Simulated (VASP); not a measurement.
# LaRu3 (Fm-3m) in VASP: notebook, part 3 of 4

VASP 6.6.1. Earlier steps stand in the parts before.

**4. Single point, PBEsol (17.04 Å³/atom)**

This run uses another cell than the first one, of 17.04 Å³/atom.

INCAR reads:

```
PREC     = Accurate       # precision mode
ENCUT    = 520            # plane-wave cutoff, eV
EDIFF    = 1E-6           # SCF threshold, eV
ISMEAR   = 0              # smearing method
SIGMA    = 0.05           # smearing width, eV
LREAL    = F              # projectors in reciprocal space
LASPH    = T              # aspherical terms in the spheres
NELM     = 80             # most SCF steps
ALGO     = Fast           # electronic algorithm
ISIF     = 2              # what is computed and relaxed
LWAVE    = F              # write WAVECAR
LCHARG   = F              # write CHGCAR
GGA      = PS             # functional
NBANDS   = 34             # bands
```

KPOINTS reads:

```
Automatic mesh
0
Gamma
  8 8 8
```

POSCAR reads:

```
LaRu3
1.0
    0.0000000000      3.2420273018      3.2420273018
    3.2420273018      0.0000000000      3.2420273018
    3.2420273018      3.2420273018      0.0000000000
La Ru
1 3
Direct
    0.0000000000      0.0000000000      0.0000000000
    0.5000000000      0.5000000000      0.5000000000
    0.2500000000      0.2500000000      0.2500000000
    0.7500000000      0.7500000000      0.7500000000
```

Potentials or basis: VASP PAW PBE potentials, release 64 (La, Ru_pv).

The run is started by

```
$ cat potpaw_PBE.64/La/POTCAR potpaw_PBE.64/Ru_pv/POTCAR > POTCAR
$ mpirun -np 1 vasp_std > vasp.out
```

OUTCAR:

```text
PREC = Accurate
   ENCUT = 520
   EDIFF = 1E-6
   ISMEAR = 0
   LREAL = F
   LASPH = T
   NELM = 80
   ISIF = 2
   GGA = PS

 ion  position               nearest neighbor table
   1  0.000  0.000  0.000-   4 2.81   4 2.81   4 2.81   3 2.81   4 2.81   3 2.81   3 2.81   3 2.81
                             2 3.24   2 3.24   2 3.24   2 3.24   2 3.24   2 3.24
   2  0.500  0.500  0.500-   3 2.81   3 2.81   3 2.81   3 2.81   4 2.81   4 2.81   4 2.81   4 2.81
                             1 3.24   1 3.24   1 3.24   1 3.24   1 3.24   1 3.24
   3  0.250  0.250  0.250-   1 2.81   1 2.81   1 2.81   1 2.81   2 2.81   2 2.81   2 2.81   2 2.81
                             4 3.24   4 3.24   4 3.24   4 3.24   4 3.24   4 3.24
   4  0.750  0.750  0.750-   2 2.81   2 2.81   2 2.81   1 2.81   2 2.81   1 2.81   1 2.81   1 2.81
                             3 3.24   3 3.24   3 3.24   3 3.24   3 3.24   3 3.24

  LATTYP: Found a face centered cubic cell.
 ALAT       =     6.4840546036

  Lattice vectors:

 A1 = (   0.0000000000,   3.2420273018,   3.2420273018)
 A2 = (   3.2420273018,   0.0000000000,   3.2420273018)
 A3 = (   3.2420273018,   3.2420273018,   0.0000000000)

Analysis of symmetry for initial positions (statically):
=====================================================================
 Subroutine PRICEL returns:
 Original cell was already a primitive cell.

 Routine SETGRP: Setting up the symmetry group for a
 face centered cubic supercell.

 Subroutine GETGRP returns: Found 48 space group operations
 (whereof 48 operations were pure point group operations)
 out of a pool of 48 trial point group operations.

The static configuration has the point symmetry O_h .

Analysis of symmetry for dynamics (positions and initial velocities):
=====================================================================
 Subroutine PRICEL returns:
 Original cell was already a primitive cell.

 Routine SETGRP: Setting up the symmetry group for a
 face centered cubic supercell.

 Subroutine GETGRP returns: Found 48 space group operations
 (whereof 48 operations were pure point group operations)
 out of a pool of 48 trial point group operations.

The dynamic configuration has the point symmetry O_h .

 Subroutine INISYM returns: Found 48 space group operations
 (whereof 48 operations are pure point group operations),
 and found     1 'primitive' translations

----------------------------------------------------------------------------------------

                                     Primitive cell

  volume of cell :      68.1522

  direct lattice vectors                    reciprocal lattice vectors
     0.000000000  3.242027302  3.242027302    -0.154224488  0.154224488  0.154224488
     3.242027302  0.000000000  3.242027302     0.154224488 -0.154224488  0.154224488
     3.242027302  3.242027302  0.000000000     0.154224488  0.154224488 -0.154224488

  length of vectors
     4.584918980  4.584918980  4.584918980     0.267124649  0.267124649  0.267124649

  position of ions in fractional coordinates (direct lattice)
     0.000000000  0.000000000  0.000000000
     0.500000000  0.500000000  0.500000000
     0.250000000  0.250000000  0.250000000
     0.750000000  0.750000000  0.750000000

  ion indices of the primitive-cell ions
   primitive index   ion index
[... 24 lines left out ...]
     0.000000000  0.000000000  0.000000000

 Subroutine IBZKPT returns following result:
 ===========================================

 Found     29 irreducible k-points:

 Following reciprocal coordinates:
            Coordinates               Weight
  0.000000  0.000000  0.000000      1.000000
  0.125000  0.000000  0.000000      8.000000
  0.250000  0.000000  0.000000      8.000000
  0.375000  0.000000  0.000000      8.000000
  0.500000  0.000000  0.000000      4.000000
  0.125000  0.125000  0.000000      6.000000
[... 16 lines left out ...]
  0.500000  0.250000  0.125000     48.000000
 -0.375000  0.250000  0.125000     24.000000
 [... further k-points ...]
   k-points           NKPTS =     29   k-points in BZ     NKDIM =     29   number of bands    NBANDS=     34
   number of dos      NEDOS =    301   number of ions     NIONS =      4
   total plane-waves  NPLWV =  46656
   dimension x,y,z NGX =    36 NGY =   36 NGZ =   36
   dimension x,y,z NGXF=    72 NGYF=   72 NGZF=   72
   ions per type =               1   3
   NGX,Y,Z   is equivalent  to a cutoff of  13.05, 13.05, 13.05 a.u.
   NGXF,Y,Z  is equivalent  to a cutoff of  26.11, 26.11, 26.11 a.u.
 SYSTEM =  unknown system
   PREC   = accura    normal or accurate (medium, high low for compatibility)
   ISTART =      0    job   : 0-new  1-cont  2-samecut
   ICHARG =      2    charge: 1-file 2-atom 10-const
   ISPIN  =      1    spin polarized calculation?
   LNONCOLLINEAR =      F non collinear calculations
   LSORBIT =      F    spin-orbit coupling
   LASPH  =      T    aspherical Exc in radial PAW
   ENCUT  =  520.0 eV  38.22 Ry    6.18 a.u.   8.52  8.52  8.52*2*pi/ulx,y,z
   NELM   =     80;   NELMIN=  2; NELMDL= -5     # of ELM steps
   EDIFF  = 0.1E-05   stopping-criterion for ELM
   LREAL  =      F    real-space projection
   EDIFFG = 0.1E-04   stopping-criterion for IOM
   NSW    =      0    number of steps for IOM
   IBRION =     -1    ionic relax: 0-MD 1-quasi-New 2-CG
   NFREE  =      0    steps in history (QN), initial steepest desc. (CG)
   ISIF   =      2    stress and relaxation
   ISYM   =      2    0-nonsym 1-usesym 2-fastsym
   POTIM  = 0.5000    time-step for ionic-motion
   TEBEG  =    0.0;   TEEND  =   0.0 temperature during run
   PSTRESS=    0.0 pullay stress
   NELECT =      53.0000    total number of electrons
   NUPDOWN=      -1.0000    fix difference up-down
   EMIN   =  10.00;   EMAX   =-10.00  energy-range for DOS
   EFERMI =   0.00;   METHOD = LEGACY
   ISMEAR =     0;   SIGMA  =   0.05  broadening in eV -4-tet -1-fermi 0-gaus
   EFERMI_NEDOS =   21; number of points for ismear=-14 and -15
   IALGO  =     68    algorithm
   IMIX   =      4    mixing-type and parameters
     AMIX     =   0.40;   BMIX     =  1.00
     AMIX_MAG =   1.60;   BMIX_MAG =  1.00
  volume/ion in A,a.u.               =      17.04       114.98
  Fermi-wavevector in a.u.,A,eV,Ry     =   1.505475  2.844935 30.836979  2.266454
  Thomas-Fermi vector in A             =   2.616319
   LORBIT       =      0    0 simple, 1 ext, 2 COOP (PROOUT), +10 PAW based schemes
   GGA     = PS    functional components
   LHFCALC =     F    Hartree Fock is set to
   AEXX    =    0.0000 exact exchange contribution
   IVDW    =     0    specifies the selected vdW correction
   LEPSILON=     F    determine dielectric tensor
   LRPA    =     F    only Hartree local field effects (RPA)
 non-spin polarized calculation
 RMM-DIIS sequential band-by-band and
 Gauss-broadening in eV      SIGMA  =   0.05
  energy-cutoff  :      520.00
  volume of cell :       68.15
 maximum number of plane-waves:      1856
 NGX is ok and might be reduce to    36
   NGX = 17   NGY = 17   NGZ = 17

 number of electron      53.0000011 magnetization

 Free energy of the ion-electron system (eV)
  ---------------------------------------------------
  ext. energy  EPLUGINS =         0.00000000
  ---------------------------------------------------
  free energy    TOTEN  =       -33.66824644 eV

  energy without entropy =      -33.65383322  energy(sigma->0) =      -33.66103983

 E-fermi :  11.5291     XC(G=0): -12.9973

 val. band max:       11.5249944781   @ k =   0.3750   0.1250   0.0000
 cond. band min:      11.5307979816   @ k =   0.5000   0.3750   0.0000
 fundamental gap:      0.0058035035
 Fermi energy:        11.5291044107

 k-point     1 :       0.0000    0.0000    0.0000
  band No.  band energies     occupation
      1     -31.0201      2.00000
      2     -31.0201      2.00000
      3     -31.0201      2.00000
      4     -30.8465      2.00000
      5     -30.8465      2.00000
      6     -30.8465      2.00000
[... 877 lines left out ...]
     33      15.1855      0.00000
     34      15.3528      0.00000

 [... further k-points ...]
[... 5 lines left out ...]
  --------------------------------------------------------------------------------------
  -------------------------------------------------------------------------------------
  Total       -1.3556832     -1.3556832     -1.3556832      0.0000000      0.0000000     -0.0000000
  in kB      -31.8704931    -31.8704931    -31.8704931      0.0000000      0.0000000     -0.0000000
  external PRESSURE =     -31.8704931 kB  Pullay stress =       0.0000000 kB

 VOLUME and BASIS-vectors are now :
 -----------------------------------------------------------------------------
  energy-cutoff  :      520.00
  volume of cell :       68.15
      direct lattice vectors                 reciprocal lattice vectors
     0.000000000  3.242027302  3.242027302    -0.154224488  0.154224488  0.154224488
     3.242027302  0.000000000  3.242027302     0.154224488 -0.154224488  0.154224488
     3.242027302  3.242027302  0.000000000     0.154224488  0.154224488 -0.154224488

 POSITION                                       TOTAL-FORCE (eV/Angst)
 -----------------------------------------------------------------------------------
      0.00000      0.00000      0.00000        -0.000000     -0.000000     -0.000000
      3.24203      3.24203      3.24203        -0.000000     -0.000000     -0.000000
      1.62101      1.62101      1.62101        -0.000000     -0.000000     -0.000000
      4.86304      4.86304      4.86304         0.000000      0.000000      0.000000
 -----------------------------------------------------------------------------------
    total drift:                                0.000000      0.000000      0.000000

  FREE ENERGIE OF THE ION-ELECTRON SYSTEM (eV)
  ---------------------------------------------------
  free  energy   TOTEN  =       -33.6682464352 eV

  energy  without entropy=      -33.6538332242  energy(sigma->0) =      -33.66103983
```

It took 2.9 min on 1 thread of AMD EPYC 7R43 (Zen 3), shared host; peak memory 0.23 GiB.

What came out:

```yaml
Free_energy: -33.6682 eV
Pressure: -3.2 GPa
Band_gap_on_the_k_mesh: zero (an odd number of electrons rules out a gap without spin polarisation)
```

Caveat: the cell stands under tension; the PAW data sets were made with another functional, which shifts forces and pressure a little; spin-orbit coupling is left out, which moves the levels of the heavy elements.

(Part 3 of 4 ends here.)
